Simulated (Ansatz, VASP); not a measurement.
# SnSe: VASP beside Ansatz

```
CELL_PARAMETERS angstrom
11.64398 0.00000 0.00000
0.00000 4.27218 0.00000
0.00000 0.00000 4.54747
ATOMIC_POSITIONS crystal
Sn 0.87700 0.75000 0.90900
Sn 0.62300 0.25000 0.40900
Sn 0.37700 0.75000 0.59100
Sn 0.12300 0.25000 0.09100
Se 0.64300 0.75000 0.98400
Se 0.85700 0.25000 0.48400
Se 0.14300 0.75000 0.51600
Se 0.35700 0.25000 0.01600
```

Alike in both runs: task single point; functional BLYP; k mesh 3 × 6 × 6; occupations fermi-dirac, width 0.05 eV; no spin polarisation.

|  | VASP | Ansatz |
| --- | --- | --- |
| version | VASP 6.6.1 | Ansatz 0.2.0 |
| potentials or method | VASP PAW PBE potentials, release 64 (Sn_d, Se) | Ansatz PAW |
| plane-wave cutoff (eV) | 520 | 420 |
| valence electrons in the cell | 80 | 120 |

|  | VASP | Ansatz | Ansatz less VASP |
| --- | --- | --- | --- |
| gap on the k mesh at the Fermi level (eV) | 0.70 | 0.71 | +0.009 |
| least direct gap on the mesh (eV) | 0.89 | 0.90 | +0.015 |
| pressure (GPa) | 3.2 | 3.1 | -0.12 |
| traceless stress, the component that is largest in VASP (GPa) | 1.61 | 1.58 | -0.028 |
| rms of the force components (eV/Å) | 0.095 | 0.096 | +0.0015 |

VASP's potentials were made for PBE, not for BLYP. Atom by atom the forces differ by 0.014 eV/Å (rms over components). With one functional, cell and mesh, what is left measures potentials, basis and numerics. VASP's potentials hold 80 valence electrons a cell and Ansatz's 120, so a difference there can come from the potentials and not from the codes.

Noted on Ansatz's run: odd divisions of the mesh miss points on the zone boundary, where band edges often lie, so the gap on the mesh can be too wide.
